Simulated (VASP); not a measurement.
# CdS (F-43m) in VASP: single point with PBEsol

Aim: the single point of CdS with PBEsol.

Everything below comes from runs of VASP 6.6.1. Logs are shortened: lines on timing, memory, paths and dates and some standing lists are left out, and cuts for length are marked.

## Step 1: The cell of the first run

Symmetry: F-43m, No. 216, cubic system. Conventional cell: a = 5.824 Å, b = 5.824 Å, c = 5.824 Å, α = 90.00°, β = 90.00°, γ = 90.00°. Cd (site symmetry -43m) has 4 S at 2.52 Å within 3.3 Å. Within 3.3 Å of S (site symmetry -43m) lie 4 Cd at 2.52 Å.

## Step 2: Single point, PBEsol

File INCAR:

```
  ALGO = Normal
  EDIFF = 1E-6
  ENCUT = 500
  GGA = PS
  GGA_COMPAT = F
  ISIF = 2
  ISMEAR = 0
  LASPH = T
  LCHARG = F
  LREAL = F
  LWAVE = F
  NBANDS = 16
  NELM = 120
  PREC = Accurate
  SIGMA = 0.02
```

File KPOINTS:

```
k-points
0
Gamma
  8 8 8
```

File POSCAR:

```
CdS
1.0
    0.0000000000      2.9121733510      2.9121733510
    2.9121733510      0.0000000000      2.9121733510
    2.9121733510      2.9121733510      0.0000000000
Cd S
1 1
Direct
    0.0000000000      0.0000000000      0.0000000000
    0.7500000000      0.7500000000      0.7500000000
```

Potentials or basis: VASP PAW PBE potentials, release 64 (Cd, S).

On the command line:

```sh
> cat potpaw_PBE.64/Cd/POTCAR potpaw_PBE.64/S/POTCAR > POTCAR
> mpirun -np 1 vasp_std > vasp.out
```

OUTCAR:

```text
EDIFF = 1E-6
   ENCUT = 500
   GGA = PS
   ISIF = 2
   ISMEAR = 0
   LASPH = T
   LREAL = F
   NELM = 120
   PREC = Accurate

 ion  position               nearest neighbor table
   1  0.000  0.000  0.000-   2 2.52   2 2.52   2 2.52   2 2.52
   2  0.750  0.750  0.750-   1 2.52   1 2.52   1 2.52   1 2.52

  LATTYP: Found a face centered cubic cell.
 ALAT       =     5.8243467020

  Lattice vectors:

 A1 = (   0.0000000000,   2.9121733510,   2.9121733510)
 A2 = (   2.9121733510,   0.0000000000,   2.9121733510)
 A3 = (   2.9121733510,   2.9121733510,   0.0000000000)

Analysis of symmetry for initial positions (statically):
=====================================================================
 Subroutine PRICEL returns:
 Original cell was already a primitive cell.

 Routine SETGRP: Setting up the symmetry group for a
 face centered cubic supercell.

 Subroutine GETGRP returns: Found 24 space group operations
 (whereof 24 operations were pure point group operations)
 out of a pool of 48 trial point group operations.

The static configuration has the point symmetry T_d .

Analysis of symmetry for dynamics (positions and initial velocities):
=====================================================================
 Subroutine PRICEL returns:
 Original cell was already a primitive cell.

 Routine SETGRP: Setting up the symmetry group for a
 face centered cubic supercell.

 Subroutine GETGRP returns: Found 24 space group operations
 (whereof 24 operations were pure point group operations)
 out of a pool of 48 trial point group operations.

The dynamic configuration has the point symmetry T_d .

 Subroutine INISYM returns: Found 24 space group operations
 (whereof 24 operations are pure point group operations),
 and found     1 'primitive' translations

----------------------------------------------------------------------------------------

                                     Primitive cell

  volume of cell :      49.3948

  direct lattice vectors                    reciprocal lattice vectors
     0.000000000  2.912173351  2.912173351    -0.171693076  0.171693076  0.171693076
     2.912173351  0.000000000  2.912173351     0.171693076 -0.171693076  0.171693076
     2.912173351  2.912173351  0.000000000     0.171693076  0.171693076 -0.171693076

  length of vectors
     4.118435049  4.118435049  4.118435049     0.297381131  0.297381131  0.297381131

  position of ions in fractional coordinates (direct lattice)
     0.000000000  0.000000000  0.000000000
     0.750000000  0.750000000  0.750000000

  ion indices of the primitive-cell ions
   primitive index   ion index
                 1           1
                 2           2

----------------------------------------------------------------------------------------

 KPOINTS: k-points

Automatic generation of k-mesh.
 Grid dimensions read from file:
 generate k-points for:    8    8    8

 Generating k-lattice:

  Cartesian coordinates                     Fractional coordinates (reciprocal lattice)
    -0.021461634  0.021461634  0.021461634     0.125000000  0.000000000  0.000000000
     0.021461634 -0.021461634  0.021461634     0.000000000  0.125000000  0.000000000
     0.021461634  0.021461634 -0.021461634     0.000000000  0.000000000  0.125000000

  Length of vectors
     0.037172641  0.037172641  0.037172641

  Shift w.r.t. Gamma in fractional coordinates (k-lattice)
     0.000000000  0.000000000  0.000000000

 Subroutine IBZKPT returns following result:
 ===========================================

 Found     29 irreducible k-points:

 Following reciprocal coordinates:
            Coordinates               Weight
  0.000000  0.000000  0.000000      1.000000
  0.125000  0.000000  0.000000      8.000000
  0.250000  0.000000  0.000000      8.000000
  0.375000  0.000000  0.000000      8.000000
  0.500000  0.000000  0.000000      4.000000
  0.125000  0.125000  0.000000      6.000000
[... 16 lines left out ...]
  0.500000  0.250000  0.125000     48.000000
 -0.375000  0.250000  0.125000     24.000000
 [... further k-points ...]
   k-points           NKPTS =     29   k-points in BZ     NKDIM =     29   number of bands    NBANDS=     16
   number of dos      NEDOS =    301   number of ions     NIONS =      2
   total plane-waves  NPLWV =  27000
   dimension x,y,z NGX =    30 NGY =   30 NGZ =   30
   dimension x,y,z NGXF=    60 NGYF=   60 NGZF=   60
   ions per type =               1   1
   NGX,Y,Z   is equivalent  to a cutoff of  12.11, 12.11, 12.11 a.u.
   NGXF,Y,Z  is equivalent  to a cutoff of  24.22, 24.22, 24.22 a.u.
 SYSTEM =  unknown system
   PREC   = accura    normal or accurate (medium, high low for compatibility)
   ISTART =      0    job   : 0-new  1-cont  2-samecut
   ICHARG =      2    charge: 1-file 2-atom 10-const
   ISPIN  =      1    spin polarized calculation?
   LNONCOLLINEAR =      F non collinear calculations
   LSORBIT =      F    spin-orbit coupling
   LASPH  =      T    aspherical Exc in radial PAW
   ENCUT  =  500.0 eV  36.75 Ry    6.06 a.u.   7.51  7.51  7.51*2*pi/ulx,y,z
   NELM   =    120;   NELMIN=  2; NELMDL= -5     # of ELM steps
   EDIFF  = 0.1E-05   stopping-criterion for ELM
   LREAL  =      F    real-space projection
   EDIFFG = 0.1E-04   stopping-criterion for IOM
   NSW    =      0    number of steps for IOM
   IBRION =     -1    ionic relax: 0-MD 1-quasi-New 2-CG
   NFREE  =      0    steps in history (QN), initial steepest desc. (CG)
   ISIF   =      2    stress and relaxation
   ISYM   =      2    0-nonsym 1-usesym 2-fastsym
   POTIM  = 0.5000    time-step for ionic-motion
   TEBEG  =    0.0;   TEEND  =   0.0 temperature during run
   PSTRESS=    0.0 pullay stress
   NELECT =      18.0000    total number of electrons
   NUPDOWN=      -1.0000    fix difference up-down
   EMIN   =  10.00;   EMAX   =-10.00  energy-range for DOS
   EFERMI =   0.00;   METHOD = LEGACY
   ISMEAR =     0;   SIGMA  =   0.02  broadening in eV -4-tet -1-fermi 0-gaus
   EFERMI_NEDOS =   21; number of points for ismear=-14 and -15
   IALGO  =     38    algorithm
   IMIX   =      4    mixing-type and parameters
     AMIX     =   0.40;   BMIX     =  1.00
     AMIX_MAG =   1.60;   BMIX_MAG =  1.00
  volume/ion in A,a.u.               =      24.70       166.67
  Fermi-wavevector in a.u.,A,eV,Ry     =   1.169334  2.209720 18.603806  1.367341
  Thomas-Fermi vector in A             =   2.305808
   LORBIT       =      0    0 simple, 1 ext, 2 COOP (PROOUT), +10 PAW based schemes
   GGA     = PS    functional components
   LHFCALC =     F    Hartree Fock is set to
   AEXX    =    0.0000 exact exchange contribution
   IVDW    =     0    specifies the selected vdW correction
   LEPSILON=     F    determine dielectric tensor
   LRPA    =     F    only Hartree local field effects (RPA)
 non-spin polarized calculation
 Gauss-broadening in eV      SIGMA  =   0.02
  energy-cutoff  :      500.00
  volume of cell :       49.39
 maximum number of plane-waves:      1283
   NGX = 15   NGY = 15   NGZ = 15

 number of electron      18.0000004 magnetization

 Free energy of the ion-electron system (eV)
  ---------------------------------------------------
  ext. energy  EPLUGINS =         0.00000000
  ---------------------------------------------------
  free energy    TOTEN  =        -6.81303622 eV

  energy without entropy =       -6.81303622  energy(sigma->0) =       -6.81303622

 E-fermi :   1.4094     XC(G=0):  -9.3992

 val. band max:        1.2506788618   @ k =   0.0000   0.0000   0.0000
 cond. band min:       2.2678501867   @ k =   0.0000   0.0000   0.0000
 fundamental gap:      1.0171713249
 Fermi energy:         1.4093880206

 k-point     1 :       0.0000    0.0000    0.0000
  band No.  band energies     occupation
      1     -11.1619      2.00000
      2      -6.4956      2.00000
      3      -6.4956      2.00000
      4      -6.4956      2.00000
      5      -6.0012      2.00000
      6      -6.0012      2.00000
[... 8 lines left out ...]
     15      12.7032      0.00000
     16      12.7032      0.00000

 k-point     2 :       0.1250    0.0000    0.0000
  band No.  band energies     occupation
      1     -11.0974      2.00000
      2      -6.4725      2.00000
      3      -6.4725      2.00000
      4      -6.4430      2.00000
      5      -6.0024      2.00000
      6      -6.0024      2.00000
[... 8 lines left out ...]
     15      12.0648      0.00000
     16      13.0598      0.00000

 k-point     3 :       0.2500    0.0000    0.0000
  band No.  band energies     occupation
      1     -10.9407      2.00000
      2      -6.4225      2.00000
      3      -6.4225      2.00000
      4      -6.2509      2.00000
      5      -5.9971      2.00000
      6      -5.9971      2.00000
[... 8 lines left out ...]
     15      11.8182      0.00000
     16      12.3751      0.00000

 k-point     4 :       0.3750    0.0000    0.0000
  band No.  band energies     occupation
      1     -10.7836      2.00000
      2      -6.3840      2.00000
      3      -6.3840      2.00000
      4      -5.9765      2.00000
      5      -5.9765      2.00000
      6      -5.8878      2.00000
[... 8 lines left out ...]
     15      12.6894      0.00000
     16      12.6894      0.00000
[... 324 lines left out ...]
 k-point    22 :       0.3750    0.2500    0.1250
  band No.  band energies     occupation
      1     -10.8255      2.00000
      2      -6.3700      2.00000
      3      -6.3426      2.00000
      4      -6.1814      2.00000
      5      -5.9962      2.00000
      6      -5.9408      2.00000
[... 8 lines left out ...]
     15      13.2150      0.00000
     16      14.9918      0.00000

 k-point    23 :       0.5000    0.2500    0.1250
  band No.  band energies     occupation
      1     -10.7021      2.00000
      2      -6.3333      2.00000
      3      -6.3061      2.00000
      4      -6.0726      2.00000
      5      -5.9672      2.00000
      6      -5.7110      2.00000
[... 8 lines left out ...]
     15      13.9899      0.00000
     16      14.3033      0.00000

 k-point    24 :      -0.3750    0.2500    0.1250
  band No.  band energies     occupation
      1     -10.6517      2.00000
      2      -6.3287      2.00000
      3      -6.2885      2.00000
      4      -6.0297      2.00000
      5      -5.9742      2.00000
      6      -5.4988      2.00000
[... 8 lines left out ...]
     15      13.4486      0.00000
     16      14.3845      0.00000

 [... further k-points ...]

------------------------ aborting loop because EDIFF is reached ----------------------------------------

  FORCE on cell =-STRESS in cart. coord.  units (eV):
  Direction    XX          YY          ZZ          XY          YZ          ZX
  --------------------------------------------------------------------------------------
  -------------------------------------------------------------------------------------
  Total        0.1187786      0.1187786      0.1187786     -0.0000000      0.0000000      0.0000000
  in kB        3.8527174      3.8527174      3.8527174     -0.0000000      0.0000000      0.0000000
  external PRESSURE =       3.8527174 kB  Pullay stress =       0.0000000 kB

 VOLUME and BASIS-vectors are now :
 -----------------------------------------------------------------------------
  energy-cutoff  :      500.00
  volume of cell :       49.39
      direct lattice vectors                 reciprocal lattice vectors
     0.000000000  2.912173351  2.912173351    -0.171693076  0.171693076  0.171693076
     2.912173351  0.000000000  2.912173351     0.171693076 -0.171693076  0.171693076
     2.912173351  2.912173351  0.000000000     0.171693076  0.171693076 -0.171693076

 POSITION                                       TOTAL-FORCE (eV/Angst)
 -----------------------------------------------------------------------------------
      0.00000      0.00000      0.00000         0.000000      0.000000      0.000000
      4.36826      4.36826      4.36826        -0.000000     -0.000000     -0.000000
 -----------------------------------------------------------------------------------
    total drift:                                0.000000      0.000000      0.000000

  FREE ENERGIE OF THE ION-ELECTRON SYSTEM (eV)
  ---------------------------------------------------
  free  energy   TOTEN  =        -6.8130362176 eV

  energy  without entropy=       -6.8130362176  energy(sigma->0) =       -6.81303622
```

It took 62 s on 1 thread of Intel Xeon 8259CL, shared host; peak memory 0.14 GiB.

Results:

* Free energy: -6.8130 eV
* Pressure: 0.4 GPa
* Band gap on the k mesh: 1.02 eV

Caveat: the PAW data sets were made with another functional, which shifts forces and pressure a little.
